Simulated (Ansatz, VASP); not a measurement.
# Two plane-wave programs on AgBr

```
Ag Br
1.0
     4.09072    0.00000    0.04182
     0.00000    4.09004    0.00000
    -0.05712    0.00000    5.78038
Ag Br
2 2
Direct
  0.74982 0.75000 0.74995
  0.25018 0.25000 0.25005
  0.24977 0.25000 0.75000
  0.75023 0.75000 0.25000
```

Alike in both runs: task single point; functional PBE; k mesh 6 × 6 × 4; no spin polarisation.

|  | VASP | Ansatz |
| --- | --- | --- |
| version | VASP 6.6.1 | Ansatz 0.2.0 |
| potentials or method | VASP PAW PBE potentials, release 64 (Ag, Br) | plane waves, PAW |
| plane-wave cutoff (eV) | 500 | 420 |
| occupations | gaussian, width 0.01 eV | fixed |
| valence electrons in the cell | 36 | 52 |

Ansatz gave:

* gap on the k mesh at the Fermi level (eV): 0.68
* pressure (GPa): 1.3

**Question.** Which values does VASP return?

**Answer.** gap on the k mesh at the Fermi level (eV): 0.67; pressure (GPa): 1.2.

VASP's potentials hold 36 valence electrons a cell and Ansatz's 52, so a difference there can come from the potentials and not from the codes.
